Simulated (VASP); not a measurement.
# In6O (Fm-3m) in VASP: notebook

In6O is run at these levels: PBE; tasks: single point.

Everything below comes from runs of VASP 6.6.1. Logs are shortened: lines on timing, memory, paths and dates and some standing lists are left out, and cuts for length are marked.

## 1. The cell of the first run

Symmetry: Fm-3m, No. 225, cubic system. The conventional cell has a = 8.989 Å, b = 8.989 Å, c = 8.989 Å, α = 90.00°, β = 90.00°, γ = 90.00°. In (site symmetry mmm) has 8 In at 3.18 Å and 2 O at 3.18 Å within 4.2 Å. Within 4.2 Å of O (site symmetry m-3m) lie 12 In at 3.18 Å.

The cell was built from a structure type or drawn by symmetry, and may not be a known phase.

## 2. Single point, PBE

INCAR reads:

```
SYSTEM = In6O
ALGO     = Normal         ! electronic algorithm
EDIFF    = 1E-6           ! SCF threshold, eV
ENCUT    = 600            ! plane-wave cutoff, eV
GGA      = PE             ! functional
GGA_COMPAT= .FALSE.      
ISIF     = 2              ! what is computed and relaxed
ISMEAR   = 0              ! smearing method
LASPH    = .TRUE.         ! aspherical terms in the spheres
LCHARG   = .FALSE.        ! write CHGCAR
LREAL    = .FALSE.        ! projectors in reciprocal space
LWAVE    = .FALSE.        ! write WAVECAR
NBANDS   = 51             ! bands
NELM     = 120            ! most SCF steps
PREC     = Accurate       ! precision mode
SIGMA    = 0.2            ! smearing width, eV
```

KPOINTS reads:

```
k-points
0
G
  3 3 3
  0 0 0
```

POSCAR reads:

```
In6O
1.0
    0.0000000000      4.4943490843      4.4943490843
    4.4943490843      0.0000000000      4.4943490843
    4.4943490843      4.4943490843      0.0000000000
In O
6 1
Direct
    0.5000000000      0.0000000000      0.0000000000
    0.0000000000      0.5000000000      0.5000000000
    0.0000000000      0.5000000000      0.0000000000
    0.5000000000      0.0000000000      0.5000000000
    0.0000000000      0.0000000000      0.5000000000
    0.5000000000      0.5000000000      0.0000000000
    0.5000000000      0.5000000000      0.5000000000
```

Potentials or basis: VASP PAW PBE potentials, release 64 (In_d, O).

The run is started by

```console
cat potpaw_PBE.64/In_d/POTCAR potpaw_PBE.64/O/POTCAR > POTCAR
mpirun -np 1 vasp_std > vasp.out
```

OUTCAR:

```text
SYSTEM = In6O
   EDIFF = 1E-6
   ENCUT = 600
   GGA = PE
   ISIF = 2
   ISMEAR = 0
   LASPH = .TRUE.
   LREAL = .FALSE.
   NELM = 120
   PREC = Accurate

 ion  position               nearest neighbor table
   1  0.500  0.000  0.000-   4 3.18   6 3.18   4 3.18   5 3.18   3 3.18   6 3.18   3 3.18   5 3.18

   2  0.000  0.500  0.500-   3 3.18   5 3.18   3 3.18   6 3.18   4 3.18   5 3.18   4 3.18   6 3.18

   3  0.000  0.500  0.000-   2 3.18   6 3.18   2 3.18   5 3.18   1 3.18   5 3.18   1 3.18   6 3.18

   4  0.500  0.000  0.500-   1 3.18   5 3.18   1 3.18   6 3.18   2 3.18   6 3.18   2 3.18   5 3.18

   5  0.000  0.000  0.500-   2 3.18   4 3.18   1 3.18   3 3.18   2 3.18   3 3.18   1 3.18   4 3.18

   6  0.500  0.500  0.000-   1 3.18   3 3.18   2 3.18   4 3.18   1 3.18   4 3.18   2 3.18   3 3.18

   7  0.500  0.500  0.500-

  LATTYP: Found a face centered cubic cell.
 ALAT       =     8.9886981686

  Lattice vectors:

 A1 = (   0.0000000000,   4.4943490843,   4.4943490843)
 A2 = (   4.4943490843,   0.0000000000,   4.4943490843)
 A3 = (   4.4943490843,   4.4943490843,   0.0000000000)

Analysis of symmetry for initial positions (statically):
=====================================================================
 Subroutine PRICEL returns:
 Original cell was already a primitive cell.

 Routine SETGRP: Setting up the symmetry group for a
 face centered cubic supercell.

 Subroutine GETGRP returns: Found 48 space group operations
 (whereof 48 operations were pure point group operations)
 out of a pool of 48 trial point group operations.

The static configuration has the point symmetry O_h .

Analysis of symmetry for dynamics (positions and initial velocities):
=====================================================================
 Subroutine PRICEL returns:
 Original cell was already a primitive cell.

 Routine SETGRP: Setting up the symmetry group for a
 face centered cubic supercell.

 Subroutine GETGRP returns: Found 48 space group operations
 (whereof 48 operations were pure point group operations)
 out of a pool of 48 trial point group operations.

The dynamic configuration has the point symmetry O_h .

 Subroutine INISYM returns: Found 48 space group operations
 (whereof 48 operations are pure point group operations),
 and found     1 'primitive' translations
[... 83 lines left out ...]
   NELM   =    120;   NELMIN=  2; NELMDL= -5     # of ELM steps
   EDIFF  = 0.1E-05   stopping-criterion for ELM
   LREAL  =      F    real-space projection
   EDIFFG = 0.1E-04   stopping-criterion for IOM
   NSW    =      0    number of steps for IOM
   IBRION =     -1    ionic relax: 0-MD 1-quasi-New 2-CG
   NFREE  =      0    steps in history (QN), initial steepest desc. (CG)
   ISIF   =      2    stress and relaxation
   ISYM   =      2    0-nonsym 1-usesym 2-fastsym
   POTIM  = 0.5000    time-step for ionic-motion
   TEBEG  =    0.0;   TEEND  =   0.0 temperature during run
   PSTRESS=    0.0 pullay stress
   NELECT =      84.0000    total number of electrons
   NUPDOWN=      -1.0000    fix difference up-down
   EMIN   =  10.00;   EMAX   =-10.00  energy-range for DOS
   EFERMI =   0.00;   METHOD = LEGACY
   ISMEAR =     0;   SIGMA  =   0.20  broadening in eV -4-tet -1-fermi 0-gaus
   EFERMI_NEDOS =   21; number of points for ismear=-14 and -15
   IALGO  =     38    algorithm
   IMIX   =      4    mixing-type and parameters
     AMIX     =   0.40;   BMIX     =  1.00
     AMIX_MAG =   1.60;   BMIX_MAG =  1.00
  volume/ion in A,a.u.               =      25.94       175.04
  Fermi-wavevector in a.u.,A,eV,Ry     =   1.266167  2.392709 21.812586  1.603180
  Thomas-Fermi vector in A             =   2.399382
   LORBIT       =      0    0 simple, 1 ext, 2 COOP (PROOUT), +10 PAW based schemes
   GGA     = PE    functional components
   LHFCALC =     F    Hartree Fock is set to
   AEXX    =    0.0000 exact exchange contribution
   IVDW    =     0    specifies the selected vdW correction
   LEPSILON=     F    determine dielectric tensor
   LRPA    =     F    only Hartree local field effects (RPA)
 non-spin polarized calculation
 Gauss-broadening in eV      SIGMA  =   0.20
  energy-cutoff  :      600.00
  volume of cell :      181.56
 maximum number of plane-waves:      6106
 NGX is ok and might be reduce to    54
   NGX = 25   NGY = 25   NGZ = 25

 number of electron      84.0000004 magnetization

 Free energy of the ion-electron system (eV)
  ---------------------------------------------------
  ext. energy  EPLUGINS =         0.00000000
  ---------------------------------------------------
  free energy    TOTEN  =       -19.67659488 eV

  energy without entropy =      -19.55884641  energy(sigma->0) =      -19.61772064

 E-fermi :   6.1518     XC(G=0):  -9.7398

 val. band max:        6.0316478237   @ k =   0.3333   0.3333   0.0000
 cond. band min:       6.1635231256   @ k =  -0.3333   0.3333   0.0000
 fundamental gap:      0.1318753019
 Fermi energy:         6.1517946250

 k-point     1 :       0.0000    0.0000    0.0000
  band No.  band energies     occupation
      1     -10.0647      2.00000
      2      -8.8109      2.00000
      3      -8.8109      2.00000
      4      -8.8109      2.00000
      5      -8.7812      2.00000
      6      -8.6815      2.00000
[... 205 lines left out ...]
     50      10.6177      0.00000
     51      10.9076      0.00000

------------------------ aborting loop because EDIFF is reached ----------------------------------------

  FORCE on cell =-STRESS in cart. coord.  units (eV):
  Direction    XX          YY          ZZ          XY          YZ          ZX
  --------------------------------------------------------------------------------------
  -------------------------------------------------------------------------------------
  Total       -0.2491113     -0.2491113     -0.2491113      0.0000000      0.0000000      0.0000000
  in kB       -2.1982327     -2.1982327     -2.1982327      0.0000000      0.0000000      0.0000000
  external PRESSURE =      -2.1982327 kB  Pullay stress =       0.0000000 kB

 VOLUME and BASIS-vectors are now :
 -----------------------------------------------------------------------------
  energy-cutoff  :      600.00
  volume of cell :      181.56
      direct lattice vectors                 reciprocal lattice vectors
     0.000000000  4.494349084  4.494349084    -0.111250815  0.111250815  0.111250815
     4.494349084  0.000000000  4.494349084     0.111250815 -0.111250815  0.111250815
     4.494349084  4.494349084  0.000000000     0.111250815  0.111250815 -0.111250815

 POSITION                                       TOTAL-FORCE (eV/Angst)
 -----------------------------------------------------------------------------------
      0.00000      2.24717      2.24717        -0.000000      0.000000     -0.000000
      4.49435      2.24717      2.24717        -0.000000     -0.000000     -0.000000
      2.24717      0.00000      2.24717        -0.000000      0.000000      0.000000
      2.24717      4.49435      2.24717        -0.000000     -0.000000      0.000000
      2.24717      2.24717      0.00000         0.000000      0.000000      0.000000
      2.24717      2.24717      4.49435         0.000000     -0.000000     -0.000000
      4.49435      4.49435      4.49435         0.000000      0.000000      0.000000
 -----------------------------------------------------------------------------------
    total drift:                               -0.000000      0.000000     -0.000000

  FREE ENERGIE OF THE ION-ELECTRON SYSTEM (eV)
  ---------------------------------------------------
  free  energy   TOTEN  =       -19.6765948771 eV

  energy  without entropy=      -19.5588464102  energy(sigma->0) =      -19.61772064
```

OSZICAR:

```text
N       E                     dE             d eps       ncg     rms          rms(c)
DAV:   1     0.986818107536E+03    0.98682E+03   -0.43529E+04   408   0.247E+03
DAV:   2     0.136868319496E+03   -0.84995E+03   -0.83531E+03   408   0.614E+02
DAV:   3    -0.808869615426E+01   -0.14496E+03   -0.13933E+03   454   0.239E+02
DAV:   4    -0.225676312203E+02   -0.14479E+02   -0.14054E+02   464   0.692E+01
DAV:   5    -0.230881323817E+02   -0.52050E+00   -0.51931E+00   477   0.130E+01    0.126E+01
DAV:   6    -0.232906626959E+02   -0.20253E+00   -0.21094E+01   544   0.201E+01    0.208E+01
DAV:   7    -0.200976141158E+02    0.31930E+01   -0.42622E+01   552   0.109E+01    0.448E+00
DAV:   8    -0.197517197590E+02    0.34589E+00   -0.18718E+00   450   0.524E+00    0.198E+00
DAV:   9    -0.196809458099E+02    0.70774E-01   -0.46544E-01   602   0.209E+00    0.136E+00
DAV:  10    -0.196902201223E+02   -0.92743E-02   -0.81203E-02   522   0.131E+00    0.704E-01
DAV:  11    -0.196799253666E+02    0.10295E-01   -0.49916E-02   488   0.819E-01    0.609E-01
DAV:  12    -0.196772419594E+02    0.26834E-02   -0.94247E-03   474   0.360E-01    0.282E-01
DAV:  13    -0.196766336588E+02    0.60830E-03   -0.21803E-03   589   0.151E-01    0.889E-02
DAV:  14    -0.196766973598E+02   -0.63701E-04   -0.13347E-04   434   0.553E-02    0.899E-02
DAV:  15    -0.196765892541E+02    0.10811E-03   -0.25188E-04   570   0.612E-02    0.321E-02
DAV:  16    -0.196765962807E+02   -0.70266E-05   -0.56852E-05   482   0.340E-02    0.131E-02
DAV:  17    -0.196765950769E+02    0.12038E-05   -0.78078E-06   373   0.131E-02    0.125E-02
DAV:  18    -0.196765948771E+02    0.19977E-06   -0.10189E-06   282   0.505E-03
   1 F= -.19676595E+02 E0= -.19617721E+02  d E =-.117748E+00
```

stdout:

```text
POSCAR found type information on POSCAR InO
 POSCAR found :  2 types and       7 ions
 scaLAPACK will be used
 LDA part: xc-table for (Slater+PW92), standard interpolation
 POSCAR, INCAR and KPOINTS ok, starting setup
 FFT: planning ... GRIDC
 FFT: planning ... GRID_SOFT
 FFT: planning ... GRID
 WAVECAR not read
 entering main loop
```

Run time: 3.9 min. Hardware: 1 thread of Intel Xeon 8259CL, shared host; peak memory 0.4 GiB.

What came out:

```
Free energy            : -19.6766 eV
Pressure               : -0.2 GPa
Band gap on the k mesh : zero (bands 42 and 43 overlap by 1.23 eV)
```

Caveat: the k points lie up to 0.40 Å⁻¹ apart, too coarse for converged energies and pressures of a metal; spin-orbit coupling is left out, which moves the levels of the heavy elements.

(Continued in part 2 of 2.)
